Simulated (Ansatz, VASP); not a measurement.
## One calculation of Si2W, two programs

The input INCAR:

```
PREC = Accurate
ENCUT = 520
EDIFF = 1E-7
ISMEAR = -1
SIGMA = 0.05
LREAL = F
LASPH = T
NELM = 100
ALGO = Normal
ISIF = 2
LWAVE = F
LCHARG = T
GGA = PS
LELF = T
LVHAR = T
NBANDS = 18
```

KPOINTS

```
Automatic mesh
0
Gamma
  12 12 12
```

The input POSCAR:

```
Si2W
1.0
   -1.5851824729      1.5851824729      3.8620387842
    1.5851824729     -1.5851824729      3.8620387842
    1.5851824729      1.5851824729     -3.8620387842
W Si
1 2
Direct
    0.0000000000      0.0000000000      0.0000000000
    0.6653000000      0.6653000000      0.0000000000
    0.3347000000      0.3347000000      0.0000000000
```

File input.yaml:

```yaml
crystal:
  lattice:
    - [-1.5851824729, 1.5851824729, 3.8620387842]
    - [1.5851824729, -1.5851824729, 3.8620387842]
    - [1.5851824729, 1.5851824729, -3.8620387842]
  atoms:
    - { symbol: W, position: [0.0, 0.0, 0.0] }
    - { symbol: Si, position: [0.6653, 0.6653, 0.0] }
    - { symbol: Si, position: [0.3347, 0.3347, 0.0] }
kpoints:
  mp_grid: { grid: [12, 12, 12] }
scf:
  occupations: { method: fermi_dirac, width: 0.05 }
hamiltonian:
  xc: pbesol
  pseudopotentials: { kind: all_electron, lapw: { basis_error: 0.001 } }
output:
  forces: true
  stress: true
  eigenvalues: true
```

Change from the starting cell: volume scaled by 0.96.

Alike in both runs: task single point; functional PBEsol; k mesh 12 × 12 × 12; occupations fermi-dirac, width 0.05 eV; no spin polarisation.

|  | VASP | Ansatz |
| --- | --- | --- |
| version | VASP 6.6.1 | Ansatz 0.2.0 |
| potentials or method | VASP PAW PBE potentials, release 64 (W_sv, Si), cutoff 520 eV | all-electron LAPW, scalar-relativistic |

Ansatz gave:

| Property | Result |
| --- | --- |
| gap on the k mesh at the Fermi level (eV) | none |
| pressure (GPa) | 8.1 |
| traceless stress, the component that is largest in VASP (GPa) | 1.32 |
| rms of the force components (eV/Å) | 0.062 |

Problem. Estimate VASP's values.

Solution. gap on the k mesh at the Fermi level (eV): none; pressure (GPa): 8.6; traceless stress, the component that is largest in VASP (GPa): 1.32; rms of the force components (eV/Å): 0.066.

VASP's potentials were made for PBE, not for PBEsol. Atom by atom the forces differ by 0.004 eV/Å (rms over components). A gap of «none» marks a metal or a gap that the smearing closes. Ansatz ran all-electron here, and VASP with PAW potentials.

Spin-orbit coupling is off throughout.
